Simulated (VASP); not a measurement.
# BN (R3m) in VASP: further runs

BN is run at these levels: PBE+D3(BJ); tasks: phonons.

All numbers are computed with VASP 6.6.1; they aren't measurements. Logs are shortened: lines on timing, memory, paths and dates and some standing lists are left out, and cuts for length are marked.

## (1) The cell of the first run

The structure is trigonal, space group R3m (No. 160). The conventional cell has a = 2.460 Å, b = 2.460 Å, c = 7.556 Å, α = 90.00°, β = 90.00°, γ = 120.00°. B (site symmetry 3m) has 3 N at 1.42 Å within 1.9 Å. Within 1.9 Å of N (site symmetry 3m) lie 3 B at 1.42 Å.

## (2) Phonons, PBE+D3(BJ)

Contents of INCAR:

```
SYSTEM = BN
PREC = Accurate
ENCUT = 520
EDIFF = 1E-8
ISMEAR = 0
SIGMA = 0.01
LREAL = .FALSE.
LASPH = .TRUE.
NELM = 60
ALGO = Normal
ISIF = 2
LWAVE = .FALSE.
LCHARG = .TRUE.
GGA = PE
IVDW = 12
IBRION = 6
NFREE = 2
POTIM = 0.015
NSW = 1
```

Contents of KPOINTS:

```
regular mesh
0
G
  12 12 12
  0 0 0
```

Contents of POSCAR:

```
BN
1.0
    1.2299988118      0.7101401451      2.5186847980
   -1.2299988118      0.7101401451      2.5186847980
    0.0000000000     -1.4202802902      2.5186847980
B N
1 1
Direct
    1.0035790210      1.0035790210      1.0035790210
    0.3288539790      0.3288539790      0.3288539790
```

Potentials or basis: VASP PAW PBE potentials, release 64 (B, N).

The run is started by

```bash
$ cat potpaw_PBE.64/B/POTCAR potpaw_PBE.64/N/POTCAR > POTCAR
$ mpirun -np 1 vasp_std > vasp.out
```

OUTCAR:

```text
SYSTEM = BN
   PREC = Accurate
   ENCUT = 520
   EDIFF = 1E-8
   ISMEAR = 0
   LREAL = .FALSE.
   LASPH = .TRUE.
   NELM = 60
   ISIF = 2
   GGA = PE
   IVDW = 12
   IBRION = 6
   NFREE = 2
   POTIM = 0.015
   NSW = 1
 IVDW          = 12

 ion  position               nearest neighbor table
   1  0.004  0.004  0.004-   2 1.42   2 1.42   2 1.42
   2  0.329  0.329  0.329-   1 1.42   1 1.42   1 1.42

  LATTYP: Found a trigonal (rhomboedric) cell.
 ALAT       =     2.8915340590
 COS(alpha) =     0.6381048564

  Lattice vectors:

 A1 = (   1.2299988118,   0.7101401451,   2.5186847980)
 A2 = (  -1.2299988118,   0.7101401451,   2.5186847980)
 A3 = (   0.0000000000,  -1.4202802902,   2.5186847980)

Analysis of symmetry for initial positions (statically):
=====================================================================
 Subroutine PRICEL returns:
 Original cell was already a primitive cell.

 Routine SETGRP: Setting up the symmetry group for a
 trigonal (rhombohedral) supercell.

 Subroutine GETGRP returns: Found  6 space group operations
 (whereof  6 operations were pure point group operations)
 out of a pool of 12 trial point group operations.

The static configuration has the point symmetry C_3v.

Analysis of symmetry for dynamics (positions and initial velocities):
=====================================================================
 Subroutine PRICEL returns:
 Original cell was already a primitive cell.

 Routine SETGRP: Setting up the symmetry group for a
 trigonal (rhombohedral) supercell.

 Subroutine GETGRP returns: Found  6 space group operations
 (whereof  6 operations were pure point group operations)
 out of a pool of 12 trial point group operations.

The dynamic configuration has the point symmetry C_3v.

 Subroutine INISYM returns: Found  6 space group operations
 (whereof  6 operations are pure point group operations),
 and found     1 'primitive' translations

----------------------------------------------------------------------------------------

                                     Primitive cell

  volume of cell :      13.2000

  direct lattice vectors                    reciprocal lattice vectors
     1.229998812  0.710140145  2.518684798     0.406504458  0.234695458  0.132344203
    -1.229998812  0.710140145  2.518684798    -0.406504458  0.234695458  0.132344203
     0.000000000 -1.420280290  2.518684798     0.000000000 -0.469390916  0.132344203

  length of vectors
     2.891534059  2.891534059  2.891534059     0.487691317  0.487691317  0.487691317

  position of ions in fractional coordinates (direct lattice)
     0.003579021  0.003579021  0.003579021
     0.328853979  0.328853979  0.328853979

  ion indices of the primitive-cell ions
   primitive index   ion index
                 1           1
                 2           2

----------------------------------------------------------------------------------------

 KPOINTS: regular mesh

Automatic generation of k-mesh.
 Grid dimensions read from file:
 generate k-points for:   12   12   12

 Generating k-lattice:

  Cartesian coordinates                     Fractional coordinates (reciprocal lattice)
     0.033875371  0.019557955  0.011028684     0.083333333 -0.000000000  0.000000000
    -0.033875371  0.019557955  0.011028684    -0.000000000  0.083333333  0.000000000
     0.000000000 -0.039115910  0.011028684     0.000000000  0.000000000  0.083333333

  Length of vectors
     0.040640943  0.040640943  0.040640943

  Shift w.r.t. Gamma in fractional coordinates (k-lattice)
     0.000000000  0.000000000  0.000000000

 Subroutine IBZKPT returns following result:
 ===========================================

 Found    189 irreducible k-points:

 Following reciprocal coordinates:
            Coordinates               Weight
  0.000000  0.000000  0.000000      1.000000
  0.083333 -0.000000 -0.000000      6.000000
  0.166667  0.000000 -0.000000      6.000000
  0.250000  0.000000  0.000000      6.000000
  0.333333 -0.000000  0.000000      6.000000
  0.416667 -0.000000  0.000000      6.000000
[... 16 lines left out ...]
  0.500000  0.166667  0.000000     12.000000
 -0.416667  0.166667  0.000000     12.000000
 [... further k-points ...]
   k-points           NKPTS =    189   k-points in BZ     NKDIM =    189   number of bands    NBANDS=      8
   number of dos      NEDOS =    301   number of ions     NIONS =      2
   total plane-waves  NPLWV =  13824
   dimension x,y,z NGX =    24 NGY =   24 NGZ =   24
   dimension x,y,z NGXF=    48 NGYF=   48 NGZF=   48
   ions per type =               1   1
   NGX,Y,Z   is equivalent  to a cutoff of  13.80, 13.80, 13.80 a.u.
   NGXF,Y,Z  is equivalent  to a cutoff of  27.60, 27.60, 27.60 a.u.
 SYSTEM =  BN
   PREC   = accura    normal or accurate (medium, high low for compatibility)
   ISTART =      0    job   : 0-new  1-cont  2-samecut
   ICHARG =      2    charge: 1-file 2-atom 10-const
   ISPIN  =      1    spin polarized calculation?
   LNONCOLLINEAR =      F non collinear calculations
   LSORBIT =      F    spin-orbit coupling
   LASPH  =      T    aspherical Exc in radial PAW
   ENCUT  =  520.0 eV  38.22 Ry    6.18 a.u.   5.38  5.38  5.38*2*pi/ulx,y,z
   NELM   =     60;   NELMIN=  2; NELMDL= -5     # of ELM steps
   EDIFF  = 0.1E-07   stopping-criterion for ELM
   LREAL  =      F    real-space projection
   EDIFFG = 0.1E-06   stopping-criterion for IOM
   NSW    =     61    number of steps for IOM
   IBRION =      6    ionic relax: 0-MD 1-quasi-New 2-CG
   NFREE  =      2    steps in history (QN), initial steepest desc. (CG)
   ISIF   =      2    stress and relaxation
   ISYM   =      2    0-nonsym 1-usesym 2-fastsym
   POTIM  = 0.0150    time-step for ionic-motion
   TEBEG  =    0.0;   TEEND  =   0.0 temperature during run
   PSTRESS=    0.0 pullay stress
   NELECT =       8.0000    total number of electrons
   NUPDOWN=      -1.0000    fix difference up-down
   EMIN   =  10.00;   EMAX   =-10.00  energy-range for DOS
   EFERMI =   0.00;   METHOD = LEGACY
   ISMEAR =     0;   SIGMA  =   0.01  broadening in eV -4-tet -1-fermi 0-gaus
   EFERMI_NEDOS =   21; number of points for ismear=-14 and -15
   IALGO  =     38    algorithm
   IMIX   =      4    mixing-type and parameters
     AMIX     =   0.40;   BMIX     =  1.00
     AMIX_MAG =   1.60;   BMIX_MAG =  1.00
  volume/ion in A,a.u.               =       6.60        44.54
  Fermi-wavevector in a.u.,A,eV,Ry     =   1.385416  2.618057 26.114718  1.919378
  Thomas-Fermi vector in A             =   2.509828
   LORBIT       =      0    0 simple, 1 ext, 2 COOP (PROOUT), +10 PAW based schemes
   GGA     = PE    functional components
   LHFCALC =     F    Hartree Fock is set to
   AEXX    =    0.0000 exact exchange contribution
   IVDW    =    12    specifies the selected vdW correction
   LEPSILON=     F    determine dielectric tensor
   LRPA    =     F    only Hartree local field effects (RPA)
 finite differences with symmetry
 non-spin polarized calculation
 Gauss-broadening in eV      SIGMA  =   0.01
  energy-cutoff  :      520.00
  volume of cell :       13.20
 maximum number of plane-waves:       369
 NGX is ok and might be reduce to    24
   NGX = 11   NGY = 11   NGZ = 11

--------------------------------------- Ionic step        1  -------------------------------------------

 number of electron       8.0000000 magnetization

 Free energy of the ion-electron system (eV)
  ---------------------------------------------------
  ext. energy  EPLUGINS =         0.00000000
  ---------------------------------------------------
  free energy    TOTEN  =       -17.15879131 eV

  energy without entropy =      -17.15879131  energy(sigma->0) =      -17.15879131

------------------------ aborting loop because EDIFF is reached ----------------------------------------

 Edisp (eV)   -0.39723

 E8    (eV) :    -0.1182
[... 311 lines left out ...]
--------------------------------------- Ionic step        9  -------------------------------------------

 number of electron       8.0000000 magnetization

 Free energy of the ion-electron system (eV)
  ---------------------------------------------------
  ext. energy  EPLUGINS =         0.00000000
  ---------------------------------------------------
  free energy    TOTEN  =       -17.15799755 eV

  energy without entropy =      -17.15799755  energy(sigma->0) =      -17.15799755

 E-fermi :   5.7340     XC(G=0): -12.0231

 val. band max:        5.6588087941   @ k =  -0.2500   0.2500   0.0000
 cond. band min:       9.1013272688   @ k =   0.5000   0.5000   0.0000
 fundamental gap:      3.4425184747
 Fermi energy:         5.7340023523

 k-point     1 :       0.0000    0.0000    0.0000
  band No.  band energies     occupation
      1     -13.7285      2.00000
      2       3.4651      2.00000
      3       4.0646      2.00000
      4       4.0646      2.00000
      5      13.3126      0.00000
      6      17.2909      0.00000
      7      17.2909      0.00000
      8      18.7287      0.00000
[... 243 lines left out ...]
 k-point    24 :      -0.4167    0.1667    0.0000
  band No.  band energies     occupation
      1      -9.5641      2.00000
      2      -4.0503      2.00000
      3      -0.1158      2.00000
      4       5.2596      2.00000
      5      10.8827      0.00000
      6      17.9601      0.00000
      7      20.2923      0.00000
      8      21.9769      0.00000

 [... further k-points ...]

------------------------ aborting loop because EDIFF is reached ----------------------------------------

 Edisp (eV)   -0.39718

 E8    (eV) :    -0.1182
[... 25 lines left out ...]
  FREE ENERGIE OF THE ION-ELECTRON SYSTEM (eV)
  ---------------------------------------------------
  free  energy   TOTEN  =       -17.5551794438 eV

  energy  without entropy=      -17.5551794438  energy(sigma->0) =      -17.55517944

 INTERNAL STRAIN TENSORS FROM DISPLACED ATOMS
 ============================================

 INTERNAL STRAIN TENSOR FOR ION    1 for displacements in x,y,z  (eV/Angst):
          X           Y           Z          XY          YZ          ZX
  --------------------------------------------------------------------------------
  x     0.00000     0.00000     0.00000   -16.57061     0.00000    -2.23631
  y   -16.57061    16.57061     0.00000     0.00000    -2.23632     0.00000
  z     0.66993     0.66993    -6.50899     0.00000     0.00000     0.00000

 INTERNAL STRAIN TENSOR FOR ION    2 for displacements in x,y,z  (eV/Angst):
          X           Y           Z          XY          YZ          ZX
  --------------------------------------------------------------------------------
  x     0.00000     0.00000    -0.00000    16.56521     0.00000     2.23654
  y    16.56521   -16.56521     0.00000     0.00000     2.23655     0.00000
  z    -0.67270    -0.67270     6.50007     0.00000     0.00000     0.00000

 Eigenvectors and eigenvalues of the dynamical matrix
 ----------------------------------------------------

   1 f  =   43.559144 THz   273.690174 2PiTHz 1452.976648 cm-1   180.146064 meV
             X         Y         Z           dx          dy          dz
      0.000000  0.000000  0.027043     0.000000    0.751191   -0.000000
      0.000000  0.000000  2.484839     0.000000   -0.660084    0.000000
[... 21 lines left out ...]
   6 f/i=    0.000496 THz     0.003115 2PiTHz    0.016536 cm-1     0.002050 meV
             X         Y         Z           dx          dy          dz
      0.000000  0.000000  0.027043     0.000000   -0.000000    0.660067
      0.000000  0.000000  2.484839     0.000000   -0.000000    0.751207

 ELASTIC MODULI CONTR FROM IONIC RELAXATION (kBar)
 Direction    XX          YY          ZZ          XY          YZ          ZX
 --------------------------------------------------------------------------------
 XX        -710.9418    696.0204     72.2887     -0.0000    -94.9602     -0.0000
 YY         696.0204   -710.9418     72.2887     -0.0000     94.9602     -0.0000
 ZZ          72.2887     72.2887   -700.4240      0.0000      0.0000      0.0000
 XY          -0.0000     -0.0000      0.0000   -703.4811     -0.0000    -94.9597
 YZ         -94.9602     94.9602      0.0000     -0.0000    -12.8183     -0.0000
 ZX          -0.0000     -0.0000      0.0000    -94.9597     -0.0000    -12.8182
 --------------------------------------------------------------------------------
```

It took 3.7 min on 1 thread of Intel Xeon Platinum 8259CL at 2.50GHz (Skylake/Cascade Lake), shared host; peak memory 0.31 GiB.

Results:

```yaml
Highest_phonon_frequency_at_Γ_LO-TO_splitting_left_out: 1453 cm⁻¹
Dispersion_energy_per_atom: -0.199 eV
```

Phonon frequencies in cm⁻¹ (negative: imaginary):
```csv
q point,frequencies
"(0.000, 0.000, 0.000)",0 0 0 572 1453 1453
```

Caveat: the cell wasn't relaxed at this level first, which shifts response properties.

## (3) Phonons, PBE+D3(BJ)

This run uses another cell than the first one, of 7.28 Å³/atom, 1.103 times its volume.

Changes to INCAR since step 2:

```diff
@@ -8,3 +8,3 @@
 LASPH = .TRUE.
-NELM = 60
+NELM = 100
 ALGO = Normal
@@ -12,3 +12,3 @@
 LWAVE = .FALSE.
-LCHARG = .TRUE.
+LCHARG = .FALSE.
 GGA = PE
```

Contents of KPOINTS:

```
Automatic mesh
0
G
  12 12 12
  0 0 0
```

Contents of POSCAR:

```
BN
1.0
    1.2392272646      0.7154681948      2.7360316692
   -1.2392272646      0.7154681948      2.7360316692
    0.0000000000     -1.4309363896      2.7360316692
B N
1 1
Direct
    1.0009401607      1.0009401607      1.0009401607
    0.3314928393      0.3314928393      0.3314928393
```

Potentials or basis: VASP PAW PBE potentials, release 64 (B, N).

The run is started by

```bash
$ cat potpaw_PBE.64/B/POTCAR potpaw_PBE.64/N/POTCAR > POTCAR
$ mpirun -np 1 vasp_std > vasp.out
```

OUTCAR:

```text
SYSTEM = BN
   PREC = Accurate
   ENCUT = 520
   EDIFF = 1E-8
   ISMEAR = 0
   LREAL = .FALSE.
   LASPH = .TRUE.
   NELM = 100
   ISIF = 2
   GGA = PE
   IVDW = 12
   IBRION = 6
   NFREE = 2
   POTIM = 0.015
   NSW = 1
 IVDW          = 12

 ion  position               nearest neighbor table
   1  0.001  0.001  0.001-   2 1.43   2 1.43   2 1.43
   2  0.331  0.331  0.331-   1 1.43   1 1.43   1 1.43

  LATTYP: Found a trigonal (rhomboedric) cell.
 ALAT       =     3.0876282558
 COS(alpha) =     0.6778323701

  Lattice vectors:

 A1 = (   1.2392272646,   0.7154681948,   2.7360316692)
 A2 = (  -1.2392272646,   0.7154681948,   2.7360316692)
 A3 = (   0.0000000000,  -1.4309363896,   2.7360316692)

Analysis of symmetry for initial positions (statically):
=====================================================================
 Subroutine PRICEL returns:
[... 768 lines left out ...]
      5       9.6521      0.00000
      6      16.3971      0.00000
      7      18.7670      0.00000
      8      19.9829      0.00000

 [... further k-points ...]

------------------------ aborting loop because EDIFF is reached ----------------------------------------

 Edisp (eV)   -0.36017

 E8    (eV) :    -0.1072
[... 25 lines left out ...]
  FREE ENERGIE OF THE ION-ELECTRON SYSTEM (eV)
  ---------------------------------------------------
  free  energy   TOTEN  =       -17.7419934408 eV

  energy  without entropy=      -17.7419934408  energy(sigma->0) =      -17.74199344

 INTERNAL STRAIN TENSORS FROM DISPLACED ATOMS
 ============================================

 INTERNAL STRAIN TENSOR FOR ION    1 for displacements in x,y,z  (eV/Angst):
          X           Y           Z          XY          YZ          ZX
  --------------------------------------------------------------------------------
  x     0.00000     0.00000     0.00000   -14.93227     0.00000    -0.66156
  y   -14.93227    14.93227     0.00000     0.00000    -0.66157     0.00000
  z     0.41123     0.41123    -2.86350     0.00000     0.00000     0.00000

 INTERNAL STRAIN TENSOR FOR ION    2 for displacements in x,y,z  (eV/Angst):
          X           Y           Z          XY          YZ          ZX
  --------------------------------------------------------------------------------
  x     0.00000     0.00000     0.00000    14.92632     0.00000     0.66021
  y    14.92632   -14.92632     0.00000     0.00000     0.66022     0.00000
  z    -0.41497    -0.41497     2.86418     0.00000     0.00000     0.00000

 Eigenvectors and eigenvalues of the dynamical matrix
 ----------------------------------------------------

   1 f  =   42.389551 THz   266.341403 2PiTHz 1413.963215 cm-1   175.309017 meV
             X         Y         Z           dx          dy          dz
      0.000000  0.000000  0.007717     0.751182   -0.000000    0.000000
      0.000000  0.000000  2.720925    -0.660095    0.000000    0.000000
[... 21 lines left out ...]
   6 f/i=    0.000469 THz     0.002947 2PiTHz    0.015643 cm-1     0.001940 meV
             X         Y         Z           dx          dy          dz
      0.000000  0.000000  0.007717     0.000000    0.000000   -0.660106
      0.000000  0.000000  2.720925    -0.000000    0.000000   -0.751173

 ELASTIC MODULI CONTR FROM IONIC RELAXATION (kBar)
 Direction    XX          YY          ZZ          XY          YZ          ZX
 --------------------------------------------------------------------------------
 XX        -548.8590    545.1606     12.8197      0.0000    -24.2151      0.0000
 YY         545.1606   -548.8590     12.8197     -0.0000     24.2151     -0.0000
 ZZ          12.8197     12.8197    -88.8733      0.0000     -0.0000      0.0000
 XY           0.0000     -0.0000      0.0000   -547.0098      0.0000    -24.2149
 YZ         -24.2151     24.2151     -0.0000      0.0000     -1.0720      0.0000
 ZX           0.0000     -0.0000      0.0000    -24.2149      0.0000     -1.0719
 --------------------------------------------------------------------------------
```

stdout:

```text
POSCAR found type information on POSCAR B N
 POSCAR found :  2 types and       2 ions
 scaLAPACK will be used
 LDA part: xc-table for (Slater+PW92), standard interpolation
 POSCAR, INCAR and KPOINTS ok, starting setup
 FFT: planning ... GRIDC
 FFT: planning ... GRID_SOFT
 FFT: planning ... GRID
 WAVECAR not read
 entering main loop
 Found     4 degrees of freedom:
 Finite differences POTIM= 0.01500 DOF=   4
 bond charge predicted
 Finite differences progress:
 bond charge predicted
 Finite differences progress:
 bond charge predicted
 Finite differences progress:
 bond charge predicted
 Finite differences progress:
 bond charge predicted
 Finite differences progress:
 bond charge predicted
 Finite differences progress:
 bond charge predicted
 Finite differences progress:
 bond charge predicted
 Finite differences progress:
```

Run time: 8.6 min. Hardware: 1 thread of AMD EPYC 7R43 (Zen 3), shared host; peak memory 0.3 GiB.

Results:

* Highest phonon frequency at Γ, LO-TO splitting left out: 1414 cm⁻¹
* Dispersion energy per atom: -0.180 eV

Phonon frequencies in cm⁻¹ (negative: imaginary):
| q point | frequencies |
| --- | --- |
| (0.000, 0.000, 0.000) | 0 0 0 673 1414 1414 |

Caveat: the cell wasn't relaxed at this level first, which shifts response properties.

(Continued in part 2 of 3.)
